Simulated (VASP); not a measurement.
## Si8O: single point with PBE

The system is Si8O, a slab with vacuum.

```
Si O
1.0
     3.85108    0.00000    0.00000
     0.00000    6.36468    0.00000
     0.00000    0.00000   19.75254
Si O
8 1
Cartesian
  0.0000 5.9641 4.0000
  0.0000 3.5829 4.0000
  1.9255 2.7818 5.1117
  1.9255 0.4005 5.1117
  1.9255 5.9402 7.3491
  1.9255 3.6068 7.3491
  0.0000 2.7113 8.2525
  0.0000 0.4710 8.2525
  1.9255 6.9544 8.7976
```

```json
{
  "Program": "VASP 6.6.1",
  "Task": "single point",
  "Functional": "PBE",
  "Potentials or basis": "VASP PAW PBE potentials, release 64 (Si, O)",
  "Cutoff": "520 eV",
  "k mesh": "7 × 4 × 1",
  "Occupations": "gaussian, width 0.05 eV",
  "Spin": "collinear spin, ferromagnetic start",
  "Starting moments": "[0.0, 0.0, 0.0, 0.0, 0.0, 0.0, 0.0, 0.0, 2.0] μB",
  "Dipole correction": "yes",
  "Further INCAR settings": "ALGO = Normal; EDIFF = 1e-06; NBANDS = 33"
}
```

| Item | Value |
| --- | --- |
| Largest force | 1.519 eV/Å |
| Band gap on the k mesh | zero (filled and empty bands overlap) |
| Net moment | 0.00 μB per cell |
| Valence electrons inside the program's atomic spheres | Si 1.63, 1.62, 1.65, 1.66, 1.70, 1.69, 1.60 (each value once); O 5.00 |

Forces in eV/Å, atoms in the order of the input:
```
Si   0.000 -0.635  0.446
Si   0.000  0.692  0.577
Si   0.000  0.004 -0.695
Si   0.000  0.142 -0.142
Si   0.000 -0.974 -1.082
Si   0.000 -0.023  0.297
Si   0.000  0.637 -0.168
Si   0.000  1.344  0.708
O    0.000 -1.188  0.059
```

Levels at points of the mesh, in eV from the Fermi level:
Spin up:
```tsv
k point	band 17	band 18	band 19	band 20	band 21	band 22
(0.00, 0.00, 0.00)	-0.61	-0.56	0.12	0.40	0.49	1.58
(0.00, 0.50, 0.00)	-1.12	-1.06	-0.48	0.36	0.81	1.29
```
Spin down:
| k point | band 15 | band 16 | band 17 | band 18 | band 19 | band 20 | band 21 | band 22 | band 23 | band 24 |
| --- | --- | --- | --- | --- | --- | --- | --- | --- | --- | --- |
| (0.00, 0.00, 0.00) | -1.47 | -0.85 | -0.61 | -0.56 | 0.12 | 0.40 | 0.49 | 1.58 | 1.91 | 2.28 |
| (0.00, 0.50, 0.00) | -1.51 | -1.28 | -1.12 | -1.06 | -0.48 | 0.36 | 0.81 | 1.29 | 2.09 | 2.09 |

Wall time 21 min on 1 thread of Intel(R) Xeon(R) Platinum 8259CL CPU @ 2.50GHz (Skylake/Cascade Lake), on a shared host, peak memory 0.81 GiB.
